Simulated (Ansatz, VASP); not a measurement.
**One calculation of BaTe, two programs**

```
Ba Te
1.0
     0.03532    3.56771    3.56771
     3.56771    0.03532    3.56771
     3.56771    3.56771    0.03532
Ba Te
1 1
Cartesian
  0.0000 0.0000 0.0000
  3.5854 3.5854 3.5854
```

Change from the starting cell: shear_111 strain +1.5%.

Alike in both runs: task single point; functional r2SCAN; k mesh 6 × 6 × 6; no spin polarisation.

```csv
,VASP,Ansatz
version,VASP 6.6.1,Ansatz 0.2.0
potentials or method,"VASP PAW PBE potentials, release 64 (Ba_sv, Te)","plane waves, PAW"
plane-wave cutoff (eV),520,500
occupations,"gaussian, width 0.01 eV",fixed
valence electrons in the cell,16,26
```

VASP gave:

* gap on the k mesh at the Fermi level (eV): 1.94
* pressure (GPa): -0.2
* traceless stress, the component that is largest in VASP (GPa): -0.12

Q: Which values does Ansatz return?

A: gap on the k mesh at the Fermi level (eV): 2.01; pressure (GPa): -0.5; traceless stress, the component that is largest in VASP (GPa): -0.12.

VASP's potentials were made for PBE, not for r2SCAN. VASP's potentials hold 16 valence electrons a cell and Ansatz's 26, so a difference there can come from the potentials and not from the codes.

Spin-orbit coupling is off throughout.
